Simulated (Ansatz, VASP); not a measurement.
**Ru: VASP beside Ansatz**

The input POSCAR:

```
Ru
1.0
    2.7059477279      0.0000000000      0.0000000000
   -1.3529738639      2.3434194737      0.0000000000
    0.0000000000      0.0000000000      4.2579056513
Ru
2
Direct
    0.3333333333      0.6666666667      0.2500000000
    0.6666666667      0.3333333333      0.7500000000
```

The input INCAR.step1:

```
SYSTEM = Ru
PREC = Accurate ; ENCUT = 520
ISMEAR = 0 ; SIGMA = 0.3
LREAL = .FALSE. ; LASPH = .TRUE.
NELM = 100 ; NBANDS = 21
GGA = PE ; ALGO = Normal
EDIFF = 1E-4 ; LWAVE = .TRUE.
LCHARG = .FALSE.
```

INCAR.step2

```
SYSTEM = Ru
PREC = Accurate ; ENCUT = 520
EDIFF = 1E-7 ; ISMEAR = 0
SIGMA = 0.3 ; LREAL = .FALSE.
LASPH = .TRUE. ; NELM = 100
ALGO = Normal ; ISIF = 2
LWAVE = .FALSE. ; LCHARG = .FALSE.
METAGGA = R2SCAN ; LMIXTAU = .TRUE.
NBANDS = 21 ; ISTART = 1
```

File KPOINTS:

```
Automatic mesh
0
G
  13 13 8
  0 0 0
```

Input for Ansatz:

```yaml
crystal:
  lattice:
    - [2.7059477279, 0.0, 0.0]
    - [-1.3529738639, 2.3434194737, 0.0]
    - [0.0, 0.0, 4.2579056513]
  atoms:
    - { symbol: Ru, position: [0.3333333333, 0.6666666667, 0.25] }
    - { symbol: Ru, position: [0.6666666667, 0.3333333333, 0.75] }
hamiltonian:
  xc: r2scan
  pseudopotentials:
    kind: paw
    azcp:
      Ru: "pseudopotentials/Ru.paw.azcp"
basis:
  ecutwfc: 500
  fft_grid_basis: typed
kpoints:
  mp_grid: { grid: [13, 13, 8], shift: [0, 0, 0] }
magnetization:
  spin_polarized: false
scf:
  occupations: { method: gaussian, width: 0.3 }
  lower_state_search: "off"
output:
  stress: true
```

Alike in both runs: task single point; functional r2SCAN; k mesh 13 × 13 × 8; occupations gaussian, width 0.3 eV; no spin polarisation.

|  | VASP | Ansatz |
| --- | --- | --- |
| version | VASP 6.6.1 | Ansatz 0.2.0 |
| potentials or method | VASP PAW PBE potentials, release 64 (Ru_pv), cutoff 520 eV | plane waves (500 eV) with PAW, scalar-relativistic |
| valence electrons in the cell | 28 | 32 |

|  | VASP | Ansatz | Ansatz less VASP |
| --- | --- | --- | --- |
| pressure (GPa) | 1.6 | 0.1 | -1.54 |
| traceless stress, the component that is largest in VASP (GPa) | 0.25 | 0.14 | -0.113 |

VASP's potentials were made for PBE, not for r2SCAN. VASP's potentials hold 28 valence electrons a cell and Ansatz's 32, so a difference there can come from the potentials and not from the codes.
